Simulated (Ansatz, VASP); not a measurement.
Two plane-wave programs on LiCl

```
CELL_PARAMETERS angstrom
4.11983 0.00000 0.00000
-2.05992 3.56788 0.00000
0.00000 0.00000 5.17969
ATOMIC_POSITIONS crystal
Li 0.33333 0.66667 0.25000
Li 0.66667 0.33333 0.75000
Cl 0.66667 0.33333 0.25000
Cl 0.33333 0.66667 0.75000
```

Alike in both runs: task single point; functional r2SCAN; k mesh 6 × 6 × 4; no spin polarisation.

|  | VASP | Ansatz |
| --- | --- | --- |
| version | VASP 6.6.1 | Ansatz 0.2.0 |
| potentials or method | VASP PAW PBE potentials, release 64 (Li_sv, Cl) | plane waves, PAW |
| plane-wave cutoff (eV) | 520 | 500 |
| occupations | gaussian, width 0.01 eV | fixed |
| valence electrons in the cell | 20 | 20 |

Ansatz gave:

| Item | Value |
| --- | --- |
| gap on the k mesh at the Fermi level (eV) | 6.40 |

**Question.** Which values does VASP return?

**Answer.** gap on the k mesh at the Fermi level (eV): 6.46.

VASP's potentials were made for PBE, not for r2SCAN.

Noted on VASP's run: the cutoff is short for stress, so the pressure is rough.
